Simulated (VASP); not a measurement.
Input of a VASP 6.6.1 run:

The input INCAR:

```
SYSTEM = Ti
ALGO     = Normal         ! electronic algorithm
EDIFF    = 1E-6           ! SCF threshold, eV
ENCUT    = 500            ! plane-wave cutoff, eV
GGA_COMPAT= .False.      
ISIF     = 2              ! what is computed and relaxed
ISMEAR   = 1              ! smearing method
LASPH    = .True.         ! aspherical terms in the spheres
LCHARG   = .False.        ! write CHGCAR
LREAL    = .False.        ! projectors in reciprocal space
LWAVE    = .False.        ! write WAVECAR
NBANDS   = 19             ! bands
NELM     = 120            ! most SCF steps
PREC     = Accurate       ! precision mode
SIGMA    = 0.02           ! smearing width, eV
```

File KPOINTS:

```
k-points
0
Gamma
  16 16 9
  0 0 0
```

Contents of POSCAR:

```
Ti
1.0
    2.8619344377      0.0000000000      0.0000000000
   -1.4309672188      2.4785079270      0.0000000000
    0.0000000000      0.0000000000      4.5402892106
Ti
2
Direct
    0.3333333333      0.6666666667      0.2500000000
    0.6666666667      0.3333333333      0.7500000000
```

Potentials or basis: VASP PAW LDA potentials, release 64 (Ti_sv).

Run with:

```sh
$ cat potpaw_LDA.64/Ti_sv/POTCAR > POTCAR
$ mpirun -np 1 vasp_std > vasp.out
```

(1) Estimate the pressure.

(2) What does it give for the band gap on the k mesh?

## Answers

(1) -0.2 GPa.

(2) zero (bands 12 and 13 overlap by 1.08 eV).
